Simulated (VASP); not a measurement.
# FeSi: single point with PBE+D3(BJ)

FeSi:

```
Fe Si
1.0
     4.52975    0.00000    0.00000
     0.00000    4.52975    0.00000
     0.00000    0.00000    4.52975
Fe Si
4 4
Direct
  0.13301 0.13301 0.13301
  0.36699 0.86699 0.63301
  0.63301 0.36699 0.86699
  0.86699 0.63301 0.36699
  0.83941 0.83941 0.83941
  0.66059 0.16059 0.33941
  0.33941 0.66059 0.16059
  0.16059 0.33941 0.66059
```

```json
{
  "Program": "VASP 6.6.1",
  "Task": "single point",
  "Functional": "PBE",
  "Dispersion": "D3(BJ)",
  "Potentials or basis": "VASP PAW PBE potentials, release 64 (Fe, Si)",
  "Cutoff": "600 eV",
  "k mesh": "8 × 8 × 8",
  "Occupations": "gaussian, width 0.01 eV",
  "Spin": "no spin polarisation",
  "Dipole correction": "no",
  "Further INCAR settings": "ALGO = Normal; EDIFF = 1e-06; NBANDS = 34"
}
```

```yaml
Pressure: -16.5 GPa
Largest_force: 0.031 eV/Å
Band_gap_on_the_k_mesh: 0.16 eV (least direct gap 0.18 eV)
Dispersion_energy_per_atom: -0.437 eV
```

Forces in eV/Å, atoms in the order of the input:
```
Fe   0.018  0.018  0.018
Fe  -0.018 -0.018  0.018
Fe   0.018 -0.018 -0.018
Fe  -0.018  0.018 -0.018
Si   0.003  0.003  0.003
Si  -0.003 -0.003  0.003
Si   0.003 -0.003 -0.003
Si  -0.003  0.003 -0.003
```

Levels at points of the mesh, in eV from the valence-band top:
| k point | band 20 | band 21 | band 22 | band 23 | band 24 | band 25 | band 26 | band 27 | band 28 | band 29 |
| --- | --- | --- | --- | --- | --- | --- | --- | --- | --- | --- |
| (0.00, 0.00, 0.00) | -0.26 | -0.26 | -0.26 | -0.03 | -0.03 | 0.61 | 0.61 | 0.61 | 2.80 | 2.80 |
| (0.50, 0.00, 0.00) | -1.14 | -0.34 | -0.34 | -0.01 | -0.01 | 0.20 | 0.20 | 1.63 | 1.63 | 2.02 |
| (0.50, 0.50, 0.00) | -1.16 | -0.94 | -0.94 | -0.32 | -0.32 | 0.61 | 0.61 | 1.21 | 1.21 | 2.48 |
| (0.50, 0.50, 0.50) | -0.67 | -0.60 | -0.60 | -0.60 | -0.60 | 0.47 | 0.47 | 0.47 | 0.47 | 5.29 |

It took 2.3 min on 1 thread of Oxide Virtual Turin-like Processor, on a shared host, peak memory 0.26 GiB.

Caveat: the cell stands under tension. Spin polarisation is off, so any magnetic state and its effect on volume and gap are missing.
